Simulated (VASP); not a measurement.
# Cu in VASP: a series of runs

Cu is run at these levels: PBEsol; tasks: single point.

Program: VASP 6.6.1. These are calculated values, not measurements. Logs are shortened: lines on timing, memory, paths and dates and some standing lists are left out, and cuts for length are marked.

**1. The cell of the first run**

Symmetry: Fm-3m, No. 225, cubic system. The conventional cell has a = 3.705 Å, b = 3.705 Å, c = 3.705 Å, α = 90.00°, β = 90.00°, γ = 90.00°. Within 3.5 Å of Cu (site symmetry m-3m) lie 12 Cu at 2.62 Å.

**2. Single point, PBEsol (strain +0.025 along x and y, +0.025 along z)**

Input file INCAR:

```
PREC = Accurate ; ENCUT = 520
EDIFF = 1E-7 ; ISMEAR = 0
SIGMA = 0.15 ; LREAL = False
LASPH = True ; NELM = 60
ALGO = Normal ; ISIF = 2
LWAVE = False ; LCHARG = False
GGA = PS ; NBANDS = 12
```

Input file KPOINTS:

```
Automatic mesh
0
Gamma
  22 22 22
```

Input file POSCAR:

```
Cu
1.0
    0.0000000000      1.8526875000      1.8526875000
    1.8526875000      0.0000000000      1.8526875000
    1.8526875000      1.8526875000      0.0000000000
Cu
1
Direct
    0.0000000000      0.0000000000      0.0000000000
```

Potentials or basis: VASP PAW PBE potentials, release 64 (Cu).

The run is started by

```console
cat potpaw_PBE.64/Cu/POTCAR > POTCAR
mpirun -np 1 vasp_std > vasp.out
```

OUTCAR:

```text
PREC = Accurate
   ENCUT = 520
   EDIFF = 1E-7
   ISMEAR = 0
   LREAL = False
   LASPH = True
   NELM = 60
   ISIF = 2
   GGA = PS

 ion  position               nearest neighbor table
   1  0.000  0.000  0.000-

  LATTYP: Found a face centered cubic cell.
 ALAT       =     3.7053750000

  Lattice vectors:

 A1 = (   0.0000000000,   1.8526875000,   1.8526875000)
 A2 = (   1.8526875000,   0.0000000000,   1.8526875000)
 A3 = (   1.8526875000,   1.8526875000,   0.0000000000)

Analysis of symmetry for initial positions (statically):
=====================================================================
 Subroutine PRICEL returns:
 Original cell was already a primitive cell.

 Routine SETGRP: Setting up the symmetry group for a
 face centered cubic supercell.

 Subroutine GETGRP returns: Found 48 space group operations
 (whereof 48 operations were pure point group operations)
 out of a pool of 48 trial point group operations.

The static configuration has the point symmetry O_h .

Analysis of symmetry for dynamics (positions and initial velocities):
=====================================================================
 Subroutine PRICEL returns:
 Original cell was already a primitive cell.

 Routine SETGRP: Setting up the symmetry group for a
 face centered cubic supercell.

 Subroutine GETGRP returns: Found 48 space group operations
 (whereof 48 operations were pure point group operations)
 out of a pool of 48 trial point group operations.

The dynamic configuration has the point symmetry O_h .

 Subroutine INISYM returns: Found 48 space group operations
 (whereof 48 operations are pure point group operations),
 and found     1 'primitive' translations

----------------------------------------------------------------------------------------

                                     Primitive cell

  volume of cell :      12.7185

  direct lattice vectors                    reciprocal lattice vectors
     0.000000000  1.852687500  1.852687500    -0.269878217  0.269878217  0.269878217
     1.852687500  0.000000000  1.852687500     0.269878217 -0.269878217  0.269878217
     1.852687500  1.852687500  0.000000000     0.269878217  0.269878217 -0.269878217

  length of vectors
     2.620095789  2.620095789  2.620095789     0.467442784  0.467442784  0.467442784

  position of ions in fractional coordinates (direct lattice)
     0.000000000  0.000000000  0.000000000

  ion indices of the primitive-cell ions
   primitive index   ion index
                 1           1

----------------------------------------------------------------------------------------

 KPOINTS: Automatic mesh

Automatic generation of k-mesh.
 Grid dimensions read from file:
 generate k-points for:   22   22   22

 Generating k-lattice:

  Cartesian coordinates                     Fractional coordinates (reciprocal lattice)
    -0.012267192  0.012267192  0.012267192     0.045454545  0.000000000  0.000000000
     0.012267192 -0.012267192  0.012267192     0.000000000  0.045454545  0.000000000
     0.012267192  0.012267192 -0.012267192     0.000000000  0.000000000  0.045454545

  Length of vectors
     0.021247399  0.021247399  0.021247399

  Shift w.r.t. Gamma in fractional coordinates (k-lattice)
     0.000000000  0.000000000  0.000000000

 Subroutine IBZKPT returns following result:
 ===========================================

 Found    328 irreducible k-points:

 Following reciprocal coordinates:
            Coordinates               Weight
  0.000000  0.000000  0.000000      1.000000
  0.045455  0.000000  0.000000      8.000000
  0.090909  0.000000  0.000000      8.000000
  0.136364  0.000000  0.000000      8.000000
  0.181818  0.000000  0.000000      8.000000
  0.227273  0.000000  0.000000      8.000000
[... 16 lines left out ...]
  0.500000  0.045455  0.000000     24.000000
 -0.454545  0.045455  0.000000     24.000000
 [... further k-points ...]
   k-points           NKPTS =    328   k-points in BZ     NKDIM =    328   number of bands    NBANDS=     12
   number of dos      NEDOS =    301   number of ions     NIONS =      1
   total plane-waves  NPLWV =   8000
   dimension x,y,z NGX =    20 NGY =   20 NGZ =   20
   dimension x,y,z NGXF=    40 NGYF=   40 NGZF=   40
   ions per type =               1
   NGX,Y,Z   is equivalent  to a cutoff of  12.69, 12.69, 12.69 a.u.
   NGXF,Y,Z  is equivalent  to a cutoff of  25.38, 25.38, 25.38 a.u.
 SYSTEM =  unknown system
   PREC   = accura    normal or accurate (medium, high low for compatibility)
   ISTART =      0    job   : 0-new  1-cont  2-samecut
   ICHARG =      2    charge: 1-file 2-atom 10-const
   ISPIN  =      1    spin polarized calculation?
   LNONCOLLINEAR =      F non collinear calculations
   LSORBIT =      F    spin-orbit coupling
   LASPH  =      T    aspherical Exc in radial PAW
   ENCUT  =  520.0 eV  38.22 Ry    6.18 a.u.   4.87  4.87  4.87*2*pi/ulx,y,z
   NELM   =     60;   NELMIN=  2; NELMDL= -5     # of ELM steps
   EDIFF  = 0.1E-06   stopping-criterion for ELM
   LREAL  =      F    real-space projection
   EDIFFG = 0.1E-05   stopping-criterion for IOM
   NSW    =      0    number of steps for IOM
   IBRION =     -1    ionic relax: 0-MD 1-quasi-New 2-CG
   NFREE  =      0    steps in history (QN), initial steepest desc. (CG)
   ISIF   =      2    stress and relaxation
   ISYM   =      2    0-nonsym 1-usesym 2-fastsym
   POTIM  = 0.5000    time-step for ionic-motion
   TEBEG  =    0.0;   TEEND  =   0.0 temperature during run
   PSTRESS=    0.0 pullay stress
   NELECT =      11.0000    total number of electrons
   NUPDOWN=      -1.0000    fix difference up-down
   EMIN   =  10.00;   EMAX   =-10.00  energy-range for DOS
   EFERMI =   0.00;   METHOD = LEGACY
   ISMEAR =     0;   SIGMA  =   0.15  broadening in eV -4-tet -1-fermi 0-gaus
   EFERMI_NEDOS =   21; number of points for ismear=-14 and -15
   IALGO  =     38    algorithm
   IMIX   =      4    mixing-type and parameters
     AMIX     =   0.40;   BMIX     =  1.00
     AMIX_MAG =   1.60;   BMIX_MAG =  1.00
  volume/ion in A,a.u.               =      12.72        85.83
  Fermi-wavevector in a.u.,A,eV,Ry     =   1.559769  2.947536 33.101323  2.432879
  Thomas-Fermi vector in A             =   2.663079
   LORBIT       =      0    0 simple, 1 ext, 2 COOP (PROOUT), +10 PAW based schemes
   GGA     = PS    functional components
   LHFCALC =     F    Hartree Fock is set to
   AEXX    =    0.0000 exact exchange contribution
   IVDW    =     0    specifies the selected vdW correction
   LEPSILON=     F    determine dielectric tensor
   LRPA    =     F    only Hartree local field effects (RPA)
 non-spin polarized calculation
 Gauss-broadening in eV      SIGMA  =   0.15
  energy-cutoff  :      520.00
  volume of cell :       12.72
 maximum number of plane-waves:       352
   NGX =  9   NGY =  9   NGZ =  9

 number of electron      10.9999992 magnetization

 Free energy of the ion-electron system (eV)
  ---------------------------------------------------
  ext. energy  EPLUGINS =         0.00000000
  ---------------------------------------------------
  free energy    TOTEN  =        -4.24552007 eV

  energy without entropy =       -4.24257205  energy(sigma->0) =       -4.24404606

 E-fermi :   6.5012     XC(G=0): -12.4813

 val. band max:        6.4557506071   @ k =   0.5000   0.3182   0.1364
 cond. band min:       6.5036971630   @ k =   0.4545   0.4091   0.0455
 fundamental gap:      0.0479465559
 Fermi energy:         6.5011583261

 k-point     1 :       0.0000    0.0000    0.0000
  band No.  band energies     occupation
      1      -2.3168      2.00000
      2       3.7121      2.00000
      3       3.7121      2.00000
      4       3.7121      2.00000
      5       4.4538      2.00000
      6       4.4538      2.00000
      7      28.5059      0.00000
      8      30.5565      0.00000
      9      30.5565      0.00000
     10      30.5565      0.00000
     11      33.0000      0.00000
     12      33.0000      0.00000

 k-point     2 :       0.0455    0.0000    0.0000
  band No.  band energies     occupation
      1      -2.2454      2.00000
      2       3.6978      2.00000
      3       3.7251      2.00000
      4       3.7251      2.00000
      5       4.4486      2.00000
      6       4.4486      2.00000
      7      28.0378      0.00000
      8      29.5707      0.00000
      9      30.3032      0.00000
     10      30.3032      0.00000
     11      33.3609      0.00000
     12      33.3609      0.00000

 k-point     3 :       0.0909    0.0000    0.0000
  band No.  band energies     occupation
      1      -2.0323      2.00000
      2       3.6577      2.00000
      3       3.7608      2.00000
      4       3.7608      2.00000
      5       4.4364      2.00000
      6       4.4364      2.00000
      7      26.1917      0.00000
      8      29.0867      0.00000
      9      29.7873      0.00000
     10      29.7873      0.00000
     11      34.1869      0.00000
     12      34.1869      0.00000
[... 286 lines left out ...]
 k-point    23 :       0.5000    0.0455    0.0000
  band No.  band energies     occupation
      1       1.8630      2.00000
      2       3.6650      2.00000
      3       3.7102      2.00000
      4       4.7143      2.00000
      5       4.9618      2.00000
      6       5.9498      2.00000
      7       9.9880      0.00000
      8      26.2571      0.00000
      9      26.8264      0.00000
     10      27.0903      0.00000
     11      31.1814      0.00000
     12      31.4225      0.00000

 k-point    24 :      -0.4545    0.0455    0.0000
  band No.  band energies     occupation
      1       1.8488      2.00000
      2       3.6707      2.00000
      3       3.7106      2.00000
      4       4.7052      2.00000
      5       4.9346      2.00000
      6       5.8357      2.00000
      7      10.1848      0.00000
      8      25.9427      0.00000
      9      27.1887      0.00000
     10      27.2144      0.00000
     11      30.8818      0.00000
     12      31.6288      0.00000

 [... further k-points ...]

------------------------ aborting loop because EDIFF is reached ----------------------------------------

  FORCE on cell =-STRESS in cart. coord.  units (eV):
  Direction    XX          YY          ZZ          XY          YZ          ZX
  --------------------------------------------------------------------------------------
  -------------------------------------------------------------------------------------
  Total       -1.1117433     -1.1117433     -1.1117433      0.0000000     -0.0000000      0.0000000
  in kB     -140.0485438   -140.0485438   -140.0485438      0.0000000     -0.0000000      0.0000000
  external PRESSURE =    -140.0485438 kB  Pullay stress =       0.0000000 kB

 VOLUME and BASIS-vectors are now :
 -----------------------------------------------------------------------------
  energy-cutoff  :      520.00
  volume of cell :       12.72
      direct lattice vectors                 reciprocal lattice vectors
     0.000000000  1.852687500  1.852687500    -0.269878217  0.269878217  0.269878217
     1.852687500  0.000000000  1.852687500     0.269878217 -0.269878217  0.269878217
     1.852687500  1.852687500  0.000000000     0.269878217  0.269878217 -0.269878217

 POSITION                                       TOTAL-FORCE (eV/Angst)
 -----------------------------------------------------------------------------------
      0.00000      0.00000      0.00000         0.000000     -0.000000     -0.000000
 -----------------------------------------------------------------------------------
    total drift:                                0.000000      0.000000      0.000000

  FREE ENERGIE OF THE ION-ELECTRON SYSTEM (eV)
  ---------------------------------------------------
  free  energy   TOTEN  =        -4.2455200739 eV

  energy  without entropy=       -4.2425720518  energy(sigma->0) =       -4.24404606
```

It took 36 s on 1 thread of Intel Xeon Platinum 8375C at 2.90GHz (Ice Lake), shared host; peak memory 0.16 GiB.

What came out:

* Free energy: -4.2455 eV
* Pressure: -14.0 GPa

Caveat: the cell differs from its parent crystal (strain +0.025 along x and y, +0.025 along z); the PAW data sets were made with another functional, which shifts forces and pressure a little.

(Part 1 of 2 ends here.)
